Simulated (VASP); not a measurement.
GaP (zincblende type): single point with PBEsol

Crystal: GaP (zincblende type).

```
CELL_PARAMETERS angstrom
0.00000 2.71920 2.71920
2.71920 0.00000 2.71920
2.71920 2.71920 0.00000
ATOMIC_POSITIONS crystal
Ga 0.00000 0.00000 0.00000
P 0.25000 0.25000 0.25000
```

```json
{
 "Program": "VASP 6.6.1",
 "Task": "single point",
 "Functional": "PBEsol",
 "Potentials or basis": "VASP PAW PBE potentials, release 64 (Ga_d, P)",
 "Cutoff": "520 eV",
 "k mesh": "12 × 12 × 12",
 "Occupations": "fermi-dirac, width 0.05 eV",
 "Spin": "no spin polarisation",
 "Dipole correction": "no",
 "k mesh for the DOS": "18 × 18 × 18",
 "Occupations for the DOS": "tetrahedron",
 "Further INCAR settings": "ALGO = Normal; EDIFF = 1e-06"
}
```

- Valence electrons inside the program's atomic spheres: Ga 11.74; P 2.53

Levels at points of the mesh, in eV from the valence-band top:
```
           k point  band 5  band 6  band 7  band 8  band 9  band 10  band 11  band 12  band 13
(0.00, 0.00, 0.00)  -14.45  -12.57    0.00    0.00    0.00     1.81     3.83     3.83     3.83
(0.50, 0.00, 0.00)  -14.44  -10.46   -6.73   -1.14   -1.14     1.61     4.65     4.65     8.10
(0.50, 0.50, 0.00)  -14.42   -9.54   -6.84   -2.74   -2.74     1.51     1.71    10.60    10.63
```

It took 110 s on 1 thread of Intel(R) Xeon(R) Platinum 8488C (Sapphire Rapids), on a shared host, peak memory 0.24 GiB.
